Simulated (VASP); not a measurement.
Input of a VASP 6.6.1 run:

INCAR

```
SYSTEM = NbTc
PREC = Accurate ; ENCUT = 520
EDIFF = 1E-7 ; ISMEAR = -1
SIGMA = 0.1 ; LREAL = .False.
LASPH = .True. ; NELM = 80
ALGO = Normal ; ISIF = 2
LWAVE = .False. ; LCHARG = .False.
GGA = CA ; NBANDS = 20
```

Contents of KPOINTS:

```
regular mesh
0
Gamma
  11 11 7
  0 0 0
```

POSCAR

```
NbTc
1.0
    1.5644880353     -2.2567819909      0.0000000000
    1.5644880353      2.2567819909      0.0000000000
    0.0000000000      0.0000000000      4.3345554197
Nb Tc
1 1
Direct
    0.0000000000      0.0000000000      0.0000000000
    0.5000000000      0.5000000000      0.5000000000
```

Potentials or basis: VASP PAW LDA potentials, release 64 (Nb_sv, Tc_pv).

Command:

```sh
$ cat potpaw_LDA.64/Nb_sv/POTCAR potpaw_LDA.64/Tc_pv/POTCAR > POTCAR
$ mpirun -np 1 vasp_std > vasp.out
```

(1) What does it give for the band gap on the k mesh?

(2) Estimate the pressure.

## Answers

(1) zero (band 13 reaches 14.86 eV, above the bottom of band 14 at 12.03 eV).

(2) 1.1 GPa.
